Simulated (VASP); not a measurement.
CdH6:

```xyz
7
Lattice="5.9663 0.0000 0.0000 0.0000 5.9663 0.0000 0.0000 0.0000 5.9663" Properties=species:S:1:pos:R:3 pbc="T T T"
Cd    0.0000    0.0000    0.0000
H     0.3752    2.9832    2.9832
H     2.9832    0.3752    2.9832
H     5.5911    2.9832    2.9832
H     2.9832    5.5911    2.9832
H     2.9832    2.9832    0.3752
H     2.9832    2.9832    5.5911
```

Base run:

```yaml
Program: VASP 6.6.1
Functional: r2SCAN
Potentials_or_basis: VASP PAW PBE potentials, release 64 (Cd, H)
Cutoff: 520 eV
k_mesh: 4 × 4 × 4
Occupations: gaussian, width 0.02 eV
Spin: no spin polarisation
```

Its results: band gap on the k mesh 4.10 eV; pressure -0.2 GPa; largest force 0.303 eV/Å.

The run is repeated on the same cell with these changes: functional from r2SCAN to PBE; further incar settings from ALGO = Normal; EDIFF = 1e-06; NBANDS = 18 to ALGO = Normal; EDIFF = 1e-07; NBANDS = 18. What comes out?

Band gap on the k mesh 3.77 eV; pressure -0.1 GPa; largest force 0.014 eV/Å.

Caveats: the PAW data sets were made with another functional, which shifts forces and pressure a little (at least some runs).

A k mesh can miss the band edges.
